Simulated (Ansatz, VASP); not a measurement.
## Two plane-wave programs on Ag

Contents of INCAR:

```
PREC = Accurate ; ENCUT = 520
EDIFF = 1E-7 ; ISMEAR = -1
SIGMA = 0.1 ; LREAL = F
LASPH = T ; NELM = 100
ALGO = Normal ; ISIF = 2
LWAVE = F ; LCHARG = F
GGA = CA ; NBANDS = 24
```

The input KPOINTS:

```
regular mesh
0
Gamma
  9 9 13
```

Contents of POSCAR:

```
Ag
1.0
    4.4943641500      0.0000000000      0.0000000000
   -2.2471820750      3.8922335277      0.0000000000
    0.0000000000      0.0000000000      2.6916452957
Ag
3
Direct
    0.0000000000      0.0000000000      0.0000000000
    0.3333333333      0.6666666667      0.5000000000
    0.6666666667      0.3333333333      0.5000000000
```

Input for Ansatz:

```yaml
crystal:
  lattice:
    - [4.49436415, 0.0, 0.0]
    - [-2.247182075, 3.8922335277, 0.0]
    - [0.0, 0.0, 2.6916452957]
  atoms:
    - { symbol: Ag, position: [0.0, 0.0, 0.0] }
    - { symbol: Ag, position: [0.3333333333, 0.6666666667, 0.5] }
    - { symbol: Ag, position: [0.6666666667, 0.3333333333, 0.5] }
hamiltonian:
  xc: lda
  pseudopotentials:
    kind: paw
    azcp:
      Ag: "pseudopotentials/Ag.paw.azcp"
basis:
  ecutwfc: 420
  fft_grid_basis: typed
kpoints:
  mp_grid: { grid: [9, 9, 13], shift: [0, 0, 0] }
magnetization:
  spin_polarized: false
scf:
  occupations: { method: fermi_dirac, width: 0.1 }
  lower_state_search: "off"
output:
  stress: true
```

Alike in both runs: task single point; functional LDA; k mesh 9 × 9 × 13; occupations fermi-dirac, width 0.1 eV; no spin polarisation.

|  | VASP | Ansatz |
| --- | --- | --- |
| version | VASP 6.6.1 | Ansatz 0.2.0 |
| potentials or method | VASP PAW LDA potentials, release 64 (Ag), cutoff 520 eV | plane waves (420 eV) with PAW, scalar-relativistic |
| valence electrons in the cell | 33 | 57 |

```csv
,VASP,Ansatz,Ansatz less VASP
pressure (GPa),6.1,6.0,-0.11
"traceless stress, the component that is largest in VASP (GPa)",-0.36,-0.36,-0.006
```

Ansatz warns that its potentials were made for another functional, while VASP's fit it. LDA's correlation is that of Perdew and Zunger in VASP and of Perdew and Wang (1992) in Ansatz. VASP's potentials hold 33 valence electrons a cell and Ansatz's 57, so a difference there can come from the potentials and not from the codes.
